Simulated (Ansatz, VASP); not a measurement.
## One calculation of Ti3Pt, two programs

```
Ti Pt
1.0
     5.03000    0.00000    0.00000
     0.00000    5.03000    0.00000
     0.00000    0.00000    5.03000
Ti Pt
6 2
Direct
  0.25000 0.00000 0.50000
  0.50000 0.75000 0.00000
  0.75000 0.00000 0.50000
  0.50000 0.25000 0.00000
  0.00000 0.50000 0.75000
  0.00000 0.50000 0.25000
  0.00000 0.00000 0.00000
  0.50000 0.50000 0.50000
```

Alike in both runs: task single point; functional PBEsol; k mesh 4 × 4 × 4; occupations gaussian, width 0.1 eV; no spin polarisation.

|  | VASP | Ansatz |
| --- | --- | --- |
| version | VASP 6.6.1 | Ansatz 0.2.0 |
| potentials or method | VASP PAW PBE potentials, release 64 (Ti_sv, Pt), cutoff 520 eV | scalar-relativistic, plane waves, PAW |
| valence electrons in the cell | 92 | 108 |

VASP gave:

- gap on the k mesh at the Fermi level (eV): none
- pressure (GPa): -5.1

What did Ansatz give for the same quantities?

gap on the k mesh at the Fermi level (eV): none; pressure (GPa): -4.8.

VASP's potentials were made for PBE, not for PBEsol. A gap of «none» marks a metal or a gap that the smearing closes. The functional is the same, so the differences come from potentials, cutoffs and numerics. VASP's potentials hold 92 valence electrons a cell and Ansatz's 108, so a difference there can come from the potentials and not from the codes.

Neither program's run includes spin-orbit coupling.
